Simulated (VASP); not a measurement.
Write the native input for VASP 6.6.1 that does the following.

| Quantity | Value |
| --- | --- |
| Task | relaxation of cell and atoms |
| Functional | LDA |
| Potentials or basis | VASP PAW LDA potentials, release 64 (Si, O) |
| Cutoff | 600 eV |
| k mesh | 4 × 4 × 7 |
| Occupations | fermi-dirac, width 0.1 eV |
| Spin | no spin polarisation |
| Dipole correction | no |
| Further INCAR settings | ALGO = Normal; EDIFF = 1e-06; IBRION = 2; EDIFFG = -0.01; NSW = 60; ISIF = 3 |

The structure of SiO2 lies in POSCAR:

```
SiO2
1.0
    4.1892883500      0.0000000000      0.0000000000
    0.0000000000      4.1892883500      0.0000000000
    0.0000000000      0.0000000000      2.6701772400
Si O
2 4
Direct
    0.0000000000      0.0000000000      0.0000000000
    0.5000000000      0.5000000000      0.5000000000
    0.3059000000      0.3059000000      0.0000000000
    0.1941000000      0.8059000000      0.5000000000
    0.6941000000      0.6941000000      0.0000000000
    0.8059000000      0.1941000000      0.5000000000
```

These files were run (other wordings do the same):

INCAR

```
SYSTEM = SiO2
ALGO = Normal
EDIFF = 1E-6
EDIFFG = -0.01
ENCUT = 600
IBRION = 2
ISIF = 3
ISMEAR = -1
LASPH = .True.
LCHARG = .False.
LREAL = .False.
LWAVE = .False.
NELM = 100
NSW = 60
PREC = Accurate
SIGMA = 0.1
```

KPOINTS

```
k-points
0
Gamma
  4 4 7
  0 0 0
```

Potentials or basis: VASP PAW LDA potentials, release 64 (Si, O).

Launch:

```console
$ cat potpaw_LDA.64/Si/POTCAR potpaw_LDA.64/O/POTCAR > POTCAR
$ mpirun -np 1 vasp_std > vasp.out
```

It gave:

```json
{"Relaxed volume": "7.67 Å³/atom", "Relaxed cell": "a = 4.154 Å, b = 4.154 Å, c = 2.666 Å, α = 90.00°, β = 90.00°, γ = 90.00°", "Space group after relaxing (to 0.05 Å)": "P4_2/mnm (No. 136)", "Energy gained by relaxing": "2.6 meV/atom", "Ionic steps": "6", "Pressure after relaxing": "0.0 GPa", "Largest force after relaxing": "0.007 eV/Å", "Band gap on the k mesh": "5.78 eV, direct"}
```

It took 56 s on 1 thread of Intel Xeon 6975P-C, with other jobs on the host, peak memory 0.16 GiB.
